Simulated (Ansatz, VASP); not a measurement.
## One calculation of BN, two programs

The input POSCAR:

```
BN
1.0
    2.4676475277      0.0000000000      0.0000000000
   -1.2338237638      2.1370454466      0.0000000000
    0.0000000000      0.0000000000      4.3339772826
B N
2 2
Direct
    0.6666666667      0.3333333333      0.9997995909
    0.3333333333      0.6666666667      0.4997995909
    0.6666666667      0.3333333333      0.6252004091
    0.3333333333      0.6666666667      0.1252004091
```

Contents of INCAR.step1:

```
PREC = Accurate
ENCUT = 520
ISMEAR = 0
SIGMA = 0.05
LREAL = False
LASPH = True
NELM = 100
NBANDS = 16
GGA = PE
ALGO = Normal
EDIFF = 1E-4
LWAVE = True
LCHARG = False
```

Contents of INCAR.step2:

```
PREC = Accurate
ENCUT = 520
EDIFF = 1E-7
ISMEAR = 0
SIGMA = 0.05
LREAL = False
LASPH = True
NELM = 100
ALGO = Normal
ISIF = 2
LWAVE = False
LCHARG = True
METAGGA = R2SCAN
LMIXTAU = True
LELF = True
LVHAR = True
NBANDS = 16
ISTART = 1
```

File KPOINTS:

```
Automatic mesh
0
Gamma
  12 12 6
```

Input for Ansatz:

```yaml
crystal:
  lattice:
    - [2.4676475277, 0.0, 0.0]
    - [-1.2338237638, 2.1370454466, 0.0]
    - [0.0, 0.0, 4.3339772826]
  atoms:
    - { symbol: B, position: [0.6666666667, 0.3333333333, 0.9997995909] }
    - { symbol: B, position: [0.3333333333, 0.6666666667, 0.4997995909] }
    - { symbol: "N", position: [0.6666666667, 0.3333333333, 0.6252004091] }
    - { symbol: "N", position: [0.3333333333, 0.6666666667, 0.1252004091] }
basis:
  ecutwfc: 500
kpoints:
  mp_grid: { grid: [12, 12, 6] }
hamiltonian:
  xc: r2scan
scf:
  occupations: { method: gaussian, width: 0.05 }
output:
  forces: true
  stress: true
  eigenvalues: true
  write_density: true
  write_potential: true
  elf: true
  volumetric_format: npy
```

Change from the starting cell: strain -0.030 along x and y, +0.030 along z, atoms carried along.

Alike in both runs: task single point; functional r2SCAN; k mesh 12 × 12 × 6; occupations gaussian, width 0.05 eV; no spin polarisation.

|  | VASP | Ansatz |
| --- | --- | --- |
| version | VASP 6.6.1 | Ansatz 0.2.0 |
| potentials or method | VASP PAW PBE potentials, release 64 (B, N), cutoff 520 eV | scalar-relativistic, plane waves, PAW |
| valence electrons in the cell | 16 | 16 |

Ansatz gave:

| Quantity | Value |
| --- | --- |
| gap on the k mesh at the Fermi level (eV) | 5.46 |
| least direct gap on the mesh (eV) | 7.42 |
| pressure (GPa) | 14.8 |
| traceless stress, the component that is largest in VASP (GPa) | -41.84 |
| rms of the force components (eV/Å) | 0.035 |

Task: What did VASP give for the same quantities?

Result: gap on the k mesh at the Fermi level (eV): 5.43; least direct gap on the mesh (eV): 7.41; pressure (GPa): 16.0; traceless stress, the component that is largest in VASP (GPa): -42.09; rms of the force components (eV/Å): 0.023.

VASP's potentials were made for PBE, not for r2SCAN. Atom by atom the forces differ by 0.012 eV/Å (rms over components). With one functional, cell and mesh, what is left measures potentials, basis and numerics.
